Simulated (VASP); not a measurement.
# HfO2 (Fm-3m) in VASP: a series of runs

HfO2 is run at these levels: RPBE, BLYP+D4; tasks: single point.

All numbers are computed with VASP 6.6.1; they aren't measurements. Logs are shortened: lines on timing, memory, paths and dates and some standing lists are left out, and cuts for length are marked.

### Step 1. The cell of the first run

The structure is cubic, space group Fm-3m (No. 225). The conventional cell has a = 5.115 Å, b = 5.115 Å, c = 5.115 Å, α = 90.00°, β = 90.00°, γ = 90.00°. Within 2.9 Å of Hf (site symmetry m-3m) lie 8 O at 2.21 Å. Within 2.9 Å of O (site symmetry -43m) lie 4 Hf at 2.21 Å and 6 O at 2.56 Å.

### Step 2. Single point, RPBE

INCAR reads:

```
SYSTEM = HfO2
PREC = Accurate ; ENCUT = 520
EDIFF = 1E-7 ; ISMEAR = -1
SIGMA = 0.05 ; LREAL = .FALSE.
LASPH = .TRUE. ; NELM = 100
ALGO = Normal ; ISIF = 2
LWAVE = .FALSE. ; LCHARG = .TRUE.
GGA = RP ; LELF = .TRUE.
LVHAR = .TRUE. ; NBANDS = 18
```

KPOINTS reads:

```
regular mesh
0
G
  9 9 9
  0 0 0
```

POSCAR reads:

```
HfO2
1.0
    0.0000000000      2.5575000000      2.5575000000
    2.5575000000      0.0000000000      2.5575000000
    2.5575000000      2.5575000000      0.0000000000
Hf O
1 2
Direct
    0.0000000000      0.0000000000      0.0000000000
    0.7500000000      0.7500000000      0.7500000000
    0.2500000000      0.2500000000      0.2500000000
```

Potentials or basis: VASP PAW PBE potentials, release 64 (Hf_pv, O).

Command:

```
> cat potpaw_PBE.64/Hf_pv/POTCAR potpaw_PBE.64/O/POTCAR > POTCAR
> mpirun -np 1 vasp_std > vasp.out
```

OUTCAR:

```text
SYSTEM = HfO2
   PREC = Accurate
   ENCUT = 520
   EDIFF = 1E-7
   ISMEAR = -1
   LREAL = .FALSE.
   LASPH = .TRUE.
   NELM = 100
   ISIF = 2
   GGA = RP

 ion  position               nearest neighbor table
   1  0.000  0.000  0.000-   2 2.21   2 2.21   2 2.21   2 2.21   3 2.21   3 2.21   3 2.21   3 2.21

   2  0.750  0.750  0.750-   1 2.21   1 2.21   1 2.21   1 2.21
   3  0.250  0.250  0.250-   1 2.21   1 2.21   1 2.21   1 2.21

  LATTYP: Found a face centered cubic cell.
 ALAT       =     5.1150000000

  Lattice vectors:

 A1 = (   0.0000000000,   2.5575000000,   2.5575000000)
 A2 = (   2.5575000000,   0.0000000000,   2.5575000000)
 A3 = (   2.5575000000,   2.5575000000,   0.0000000000)

Analysis of symmetry for initial positions (statically):
=====================================================================
 Subroutine PRICEL returns:
 Original cell was already a primitive cell.

 Routine SETGRP: Setting up the symmetry group for a
 face centered cubic supercell.

 Subroutine GETGRP returns: Found 48 space group operations
[... 9 lines left out ...]

 Routine SETGRP: Setting up the symmetry group for a
 face centered cubic supercell.

 Subroutine GETGRP returns: Found 48 space group operations
[... 11 lines left out ...]
                                     Primitive cell

  volume of cell :      33.4562

  direct lattice vectors                    reciprocal lattice vectors
     0.000000000  2.557500000  2.557500000    -0.195503421  0.195503421  0.195503421
     2.557500000  0.000000000  2.557500000     0.195503421 -0.195503421  0.195503421
     2.557500000  2.557500000  0.000000000     0.195503421  0.195503421 -0.195503421

  length of vectors
     3.616851186  3.616851186  3.616851186     0.338621859  0.338621859  0.338621859

  position of ions in fractional coordinates (direct lattice)
     0.000000000  0.000000000  0.000000000
     0.750000000  0.750000000  0.750000000
     0.250000000  0.250000000  0.250000000

  ion indices of the primitive-cell ions
   primitive index   ion index
                 1           1
                 2           2
                 3           3

----------------------------------------------------------------------------------------

 KPOINTS: regular mesh

Automatic generation of k-mesh.
 Grid dimensions read from file:
 generate k-points for:    9    9    9

 Generating k-lattice:

  Cartesian coordinates                     Fractional coordinates (reciprocal lattice)
    -0.021722602  0.021722602  0.021722602     0.111111111  0.000000000  0.000000000
     0.021722602 -0.021722602  0.021722602     0.000000000  0.111111111  0.000000000
     0.021722602  0.021722602 -0.021722602     0.000000000  0.000000000  0.111111111

  Length of vectors
     0.037624651  0.037624651  0.037624651

  Shift w.r.t. Gamma in fractional coordinates (k-lattice)
     0.000000000  0.000000000  0.000000000

 Subroutine IBZKPT returns following result:
 ===========================================

 Found     35 irreducible k-points:

 Following reciprocal coordinates:
            Coordinates               Weight
  0.000000  0.000000  0.000000      1.000000
  0.111111  0.000000  0.000000      8.000000
  0.222222  0.000000  0.000000      8.000000
  0.333333  0.000000  0.000000      8.000000
  0.444444  0.000000  0.000000      8.000000
  0.111111  0.111111  0.000000      6.000000
[... 16 lines left out ...]
 -0.333333  0.333333  0.000000     12.000000
  0.444444  0.444444  0.000000      6.000000
 [... further k-points ...]
   k-points           NKPTS =     35   k-points in BZ     NKDIM =     35   number of bands    NBANDS=     18
   number of dos      NEDOS =    301   number of ions     NIONS =      3
   total plane-waves  NPLWV =  21952
   dimension x,y,z NGX =    28 NGY =   28 NGZ =   28
   dimension x,y,z NGXF=    56 NGYF=   56 NGZF=   56
   ions per type =               1   2
   NGX,Y,Z   is equivalent  to a cutoff of  12.87, 12.87, 12.87 a.u.
   NGXF,Y,Z  is equivalent  to a cutoff of  25.74, 25.74, 25.74 a.u.
 SYSTEM =  HfO2
   PREC   = accura    normal or accurate (medium, high low for compatibility)
   ISTART =      0    job   : 0-new  1-cont  2-samecut
   ICHARG =      2    charge: 1-file 2-atom 10-const
   ISPIN  =      1    spin polarized calculation?
   LNONCOLLINEAR =      F non collinear calculations
   LSORBIT =      F    spin-orbit coupling
   LASPH  =      T    aspherical Exc in radial PAW
   ENCUT  =  520.0 eV  38.22 Ry    6.18 a.u.   6.72  6.72  6.72*2*pi/ulx,y,z
   NELM   =    100;   NELMIN=  2; NELMDL= -5     # of ELM steps
   EDIFF  = 0.1E-06   stopping-criterion for ELM
   LREAL  =      F    real-space projection
   EDIFFG = 0.1E-05   stopping-criterion for IOM
   NSW    =      0    number of steps for IOM
   IBRION =     -1    ionic relax: 0-MD 1-quasi-New 2-CG
   NFREE  =      0    steps in history (QN), initial steepest desc. (CG)
   ISIF   =      2    stress and relaxation
   ISYM   =      2    0-nonsym 1-usesym 2-fastsym
   POTIM  = 0.5000    time-step for ionic-motion
   TEBEG  =    0.0;   TEEND  =   0.0 temperature during run
   PSTRESS=    0.0 pullay stress
   NELECT =      22.0000    total number of electrons
   NUPDOWN=      -1.0000    fix difference up-down
   EMIN   =  10.00;   EMAX   =-10.00  energy-range for DOS
   EFERMI =   0.00;   METHOD = LEGACY
   ISMEAR =    -1;   SIGMA  =   0.05  broadening in eV -4-tet -1-fermi 0-gaus
   EFERMI_NEDOS =   21; number of points for ismear=-14 and -15
   IALGO  =     38    algorithm
   IMIX   =      4    mixing-type and parameters
     AMIX     =   0.40;   BMIX     =  1.00
     AMIX_MAG =   1.60;   BMIX_MAG =  1.00
  volume/ion in A,a.u.               =      11.15        75.26
  Fermi-wavevector in a.u.,A,eV,Ry     =   1.423607  2.690227 27.574337  2.026657
  Thomas-Fermi vector in A             =   2.544186
   LORBIT       =      0    0 simple, 1 ext, 2 COOP (PROOUT), +10 PAW based schemes
   GGA     = RP    functional components
   LHFCALC =     F    Hartree Fock is set to
   AEXX    =    0.0000 exact exchange contribution
   IVDW    =     0    specifies the selected vdW correction
   LEPSILON=     F    determine dielectric tensor
   LRPA    =     F    only Hartree local field effects (RPA)
 non-spin polarized calculation
  energy-cutoff  :      520.00
  volume of cell :       33.46
 maximum number of plane-waves:       914
   NGX = 13   NGY = 13   NGZ = 13

 number of electron      21.9999993 magnetization

 Free energy of the ion-electron system (eV)
  ---------------------------------------------------
  ext. energy  EPLUGINS =         0.00000000
  ---------------------------------------------------
  free energy    TOTEN  =       -28.90591796 eV

  energy without entropy =      -28.90591796  energy(sigma->0) =      -28.90591796

 E-fermi :   5.2354     XC(G=0): -11.4938

 val. band max:        4.1503791195   @ k =  -0.4444   0.4444   0.0000
 cond. band min:       8.0903596533   @ k =   0.0000   0.0000   0.0000
 fundamental gap:      3.9399805339
 Fermi energy:         5.2354299963

 k-point     1 :       0.0000    0.0000    0.0000
  band No.  band energies     occupation
      1     -25.6717      2.00000
      2     -25.6717      2.00000
      3     -25.6717      2.00000
      4     -14.4422      2.00000
      5     -11.5810      2.00000
      6      -0.9666      2.00000
[... 10 lines left out ...]
     17      14.3031      0.00000
     18      17.5963      0.00000

 k-point     2 :       0.1111    0.0000    0.0000
  band No.  band energies     occupation
      1     -25.7184      2.00000
      2     -25.6769      2.00000
      3     -25.6769      2.00000
      4     -14.2887      2.00000
      5     -11.7072      2.00000
      6      -0.8509      2.00000
[... 10 lines left out ...]
     17      14.1021      0.00000
     18      17.5887      0.00000

 k-point     3 :       0.2222    0.0000    0.0000
  band No.  band energies     occupation
      1     -25.8333      2.00000
      2     -25.6898      2.00000
      3     -25.6898      2.00000
      4     -13.9020      2.00000
      5     -11.9886      2.00000
      6      -0.5499      2.00000
[... 10 lines left out ...]
     17      13.6968      0.00000
     18      16.9928      0.00000

 k-point     4 :       0.3333    0.0000    0.0000
  band No.  band energies     occupation
      1     -25.9586      2.00000
      2     -25.7045      2.00000
      3     -25.7045      2.00000
      4     -13.4897      2.00000
      5     -12.2243      2.00000
      6      -0.2007      2.00000
[... 10 lines left out ...]
     17      13.6666      0.00000
     18      16.2364      0.00000

 k-point     5 :       0.4444    0.0000    0.0000
  band No.  band energies     occupation
      1     -26.0375      2.00000
      2     -25.7140      2.00000
      3     -25.7140      2.00000
      4     -13.2843      2.00000
      5     -12.2828      2.00000
      6       0.0212      2.00000
[... 10 lines left out ...]
     17      13.4979      0.00000
     18      16.4099      0.00000

 k-point     6 :       0.1111    0.1111    0.0000
  band No.  band energies     occupation
      1     -25.7223      2.00000
      2     -25.6844      2.00000
      3     -25.6844      2.00000
      4     -14.2354      2.00000
      5     -11.7490      2.00000
      6      -0.8392      2.00000
[... 307 lines left out ...]
 k-point    21 :       0.4444    0.3333    0.0000
  band No.  band energies     occupation
      1     -26.0181      2.00000
      2     -25.7843      2.00000
      3     -25.7630      2.00000
      4     -12.7382      2.00000
      5     -12.6346      2.00000
      6      -1.4180      2.00000
[... 10 lines left out ...]
     17      15.1704      0.00000
     18      17.5785      0.00000

 k-point    22 :      -0.4444    0.3333    0.0000
  band No.  band energies     occupation
      1     -26.0056      2.00000
      2     -25.8457      2.00000
      3     -25.7600      2.00000
      4     -12.7419      2.00000
      5     -12.5346      2.00000
      6      -1.4282      2.00000
[... 10 lines left out ...]
     17      16.4086      0.00000
     18      17.5513      0.00000

 k-point    23 :      -0.3333    0.3333    0.0000
  band No.  band energies     occupation
      1     -25.9391      2.00000
      2     -25.9138      2.00000
      3     -25.7449      2.00000
      4     -12.7812      2.00000
      5     -12.5275      2.00000
      6      -1.0361      2.00000
[... 10 lines left out ...]
     17      16.1859      0.00000
     18      17.4611      0.00000

 k-point    24 :       0.4444    0.4444    0.0000
  band No.  band energies     occupation
      1     -26.0596      2.00000
      2     -25.7759      2.00000
      3     -25.7759      2.00000
      4     -12.7477      2.00000
      5     -12.5237      2.00000
      6      -1.9144      2.00000
[... 10 lines left out ...]
     17      16.1275      0.00000
     18      17.5842      0.00000

 [... further k-points ...]
[... 5 lines left out ...]
  --------------------------------------------------------------------------------------
  -------------------------------------------------------------------------------------
  Total       -0.2310790     -0.2310790     -0.2310790      0.0000000     -0.0000000      0.0000000
  in kB      -11.0660900    -11.0660900    -11.0660900      0.0000000     -0.0000000      0.0000000
  external PRESSURE =     -11.0660900 kB  Pullay stress =       0.0000000 kB

 VOLUME and BASIS-vectors are now :
 -----------------------------------------------------------------------------
  energy-cutoff  :      520.00
  volume of cell :       33.46
      direct lattice vectors                 reciprocal lattice vectors
     0.000000000  2.557500000  2.557500000    -0.195503421  0.195503421  0.195503421
     2.557500000  0.000000000  2.557500000     0.195503421 -0.195503421  0.195503421
     2.557500000  2.557500000  0.000000000     0.195503421  0.195503421 -0.195503421

 POSITION                                       TOTAL-FORCE (eV/Angst)
 -----------------------------------------------------------------------------------
      0.00000      0.00000      0.00000         0.000000      0.000000      0.000000
      3.83625      3.83625      3.83625         0.000000      0.000000      0.000000
      1.27875      1.27875      1.27875        -0.000000     -0.000000     -0.000000
 -----------------------------------------------------------------------------------
    total drift:                                0.000000      0.000000      0.000000

  FREE ENERGIE OF THE ION-ELECTRON SYSTEM (eV)
  ---------------------------------------------------
  free  energy   TOTEN  =       -28.9059179573 eV

  energy  without entropy=      -28.9059179573  energy(sigma->0) =      -28.90591796
```

Wall time 22 s (1 thread of Intel Xeon 6975P-C, shared host); peak memory 0.17 GiB.

What came out:

| Item | Value |
| --- | --- |
| Free energy | -28.9059 eV |
| Pressure | -1.1 GPa |
| Band gap on the k mesh | 3.94 eV, indirect (least direct gap 4.05 eV) |

Levels at points of the mesh, in eV from the valence-band top:
```
           k point  band 8  band 9  band 10  band 11  band 12  band 13  band 14  band 15
(0.00, 0.00, 0.00)   -5.12   -0.54    -0.54    -0.54     3.94     3.94     5.84    10.15
```

Caveat: the PAW data sets were made with another functional, which shifts forces and pressure a little; spin-orbit coupling is left out, which moves the levels of the heavy elements.

### Step 3. Single point, BLYP+D4

This run uses another cell than the first one, of 10.93 Å³/atom, 0.980 times its volume.

INCAR reads:

```
SYSTEM = HfO2
PREC = Accurate ; ENCUT = 520
EDIFF = 1E-6 ; ISMEAR = -1
SIGMA = 0.05 ; LREAL = .False.
LASPH = .True. ; NELM = 100
ALGO = Normal ; ISIF = 2
LWAVE = .False. ; LCHARG = .False.
GGA = B5 ; ALDAX = 1.0
AGGAX = 1.0 ; AGGAC = 1.0
ALDAC = 0.0 ; IVDW = 13
VDW_S6 = 1.0 ; VDW_S8 = 2.34076671
VDW_A1 = 0.44488865 ; VDW_A2 = 4.0933009
NBANDS = 18
```

KPOINTS reads:

```
Automatic mesh
0
Gamma
  9 9 9
  0 0 0
```

POSCAR reads:

```
HfO2
1.0
    0.0000000000      2.5403350533      2.5403350533
    2.5403350533      0.0000000000      2.5403350533
    2.5403350533      2.5403350533      0.0000000000
Hf O
1 2
Direct
    0.0000000000      0.0000000000      0.0000000000
    0.7500000000      0.7500000000      0.7500000000
    0.2500000000      0.2500000000      0.2500000000
```

Potentials or basis: VASP PAW PBE potentials, release 64 (Hf_pv, O).

Command:

```
> cat potpaw_PBE.64/Hf_pv/POTCAR potpaw_PBE.64/O/POTCAR > POTCAR
> mpirun -np 1 vasp_std > vasp.out
```

OUTCAR:

```text
SYSTEM = HfO2
   PREC = Accurate
   ENCUT = 520
   EDIFF = 1E-6
   ISMEAR = -1
   LREAL = .False.
   LASPH = .True.
   NELM = 100
   ISIF = 2
   GGA = B5
   IVDW = 13

 ion  position               nearest neighbor table
   1  0.000  0.000  0.000-   2 2.20   2 2.20   2 2.20   2 2.20   3 2.20   3 2.20   3 2.20   3 2.20

   2  0.750  0.750  0.750-   1 2.20   1 2.20   1 2.20   1 2.20
   3  0.250  0.250  0.250-   1 2.20   1 2.20   1 2.20   1 2.20

  LATTYP: Found a face centered cubic cell.
 ALAT       =     5.0806701066

  Lattice vectors:

 A1 = (   0.0000000000,   2.5403350533,   2.5403350533)
 A2 = (   2.5403350533,   0.0000000000,   2.5403350533)
 A3 = (   2.5403350533,   2.5403350533,   0.0000000000)

Analysis of symmetry for initial positions (statically):
=====================================================================
 Subroutine PRICEL returns:
 Original cell was already a primitive cell.

 Routine SETGRP: Setting up the symmetry group for a
 face centered cubic supercell.

 Subroutine GETGRP returns: Found 48 space group operations
[... 9 lines left out ...]

 Routine SETGRP: Setting up the symmetry group for a
 face centered cubic supercell.

 Subroutine GETGRP returns: Found 48 space group operations
[... 153 lines left out ...]

 val. band max:        4.5294400209   @ k =  -0.4444   0.4444   0.0000
 cond. band min:       8.4702653344   @ k =   0.0000   0.0000   0.0000
 fundamental gap:      3.9408253135
 Fermi energy:         5.6313353339

 k-point     1 :       0.0000    0.0000    0.0000
  band No.  band energies     occupation
      1     -25.0312      2.00000
      2     -25.0312      2.00000
      3     -25.0312      2.00000
      4     -13.9804      2.00000
      5     -11.0097      2.00000
      6      -0.6596      2.00000
[... 481 lines left out ...]
      5     -11.9417      2.00000
      6      -1.5930      2.00000
[... 10 lines left out ...]
     17      16.8234      0.00000
     18      17.2864      0.00000

 [... further k-points ...]

------------------------ aborting loop because EDIFF is reached ----------------------------------------

  DFT-D4 for vdW energy calculation

  Edisp (eV):   -1.08206

  FORCE on cell =-STRESS in cart. coord.  units (eV):
  Direction    XX          YY          ZZ          XY          YZ          ZX
  --------------------------------------------------------------------------------------
  -------------------------------------------------------------------------------------
  Total      -0.04220    -0.04220    -0.04220     0.00000     0.00000     0.00000
  in kB      -2.06203    -2.06203    -2.06203     0.00000     0.00000     0.00000
  external pressure =       -2.06 kB  Pullay stress =        0.00 kB

 VOLUME and BASIS-vectors are now :
 -----------------------------------------------------------------------------
  energy-cutoff  :      520.00
  volume of cell :       32.79
      direct lattice vectors                 reciprocal lattice vectors
     0.000000000  2.540335053  2.540335053    -0.196824430  0.196824430  0.196824430
     2.540335053  0.000000000  2.540335053     0.196824430 -0.196824430  0.196824430
     2.540335053  2.540335053  0.000000000     0.196824430  0.196824430 -0.196824430

 POSITION                                       TOTAL-FORCE (eV/Angst)
 -----------------------------------------------------------------------------------
      0.00000      0.00000      0.00000         0.000000     -0.000000     -0.000000
      3.81050      3.81050      3.81050        -0.000000     -0.000000     -0.000000
      1.27017      1.27017      1.27017         0.000000      0.000000      0.000000
 -----------------------------------------------------------------------------------
    total drift:                                0.000000      0.000000      0.000000

  FREE ENERGIE OF THE ION-ELECTRON SYSTEM (eV)
  ---------------------------------------------------
  free  energy   TOTEN  =       -29.9781636945 eV

  energy  without entropy=      -29.9781636945  energy(sigma->0) =      -29.97816369
```

It took 28 s on 1 thread of Intel Xeon 6975P-C, shared host; peak memory 0.17 GiB.

Results:

| Quantity | Value |
| --- | --- |
| Free energy | -29.9782 eV |
| Pressure | -0.2 GPa |
| Band gap on the k mesh | 3.94 eV, indirect (least direct gap 4.09 eV) |
| Dispersion energy per atom | -0.361 eV |

Caveat: the PAW data sets were made with another functional, which shifts forces and pressure a little; spin-orbit coupling is left out, which moves the levels of the heavy elements. A k mesh can miss the band edges.

(Continued in part 2 of 2.)
